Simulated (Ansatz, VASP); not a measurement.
## WS2: VASP beside Ansatz

```xyz
3
Lattice="3.1835 0.0000 0.0000 -1.5918 2.7570 0.0000 0.0000 0.0000 16.9506" Properties=species:S:1:pos:R:3 pbc="T T T"
W     0.0000    1.8380    0.0000
S     1.5918    0.9190   15.3911
S     1.5918    0.9190    1.5595
```

Alike in both runs: task single point; functional PBE; k mesh 12 × 12 × 2; occupations gaussian, width 0.15 eV; no spin polarisation.

|  | VASP | Ansatz |
| --- | --- | --- |
| version | VASP 6.6.1 | Ansatz 0.2.0 |
| potentials or method | VASP PAW PBE potentials, release 64 (W_sv, S) | plane waves, PAW |
| plane-wave cutoff (eV) | 520 | 420 |
| valence electrons in the cell | 26 | 26 |

```csv
,VASP,Ansatz,Ansatz less VASP
rms of the force components (eV/Å),0.124,0.122,-0.0017
```

Atom by atom the forces differ by 0.002 eV/Å (rms over components). With one functional, cell and mesh, what is left measures potentials, basis and numerics.

Spin-orbit coupling is off throughout.
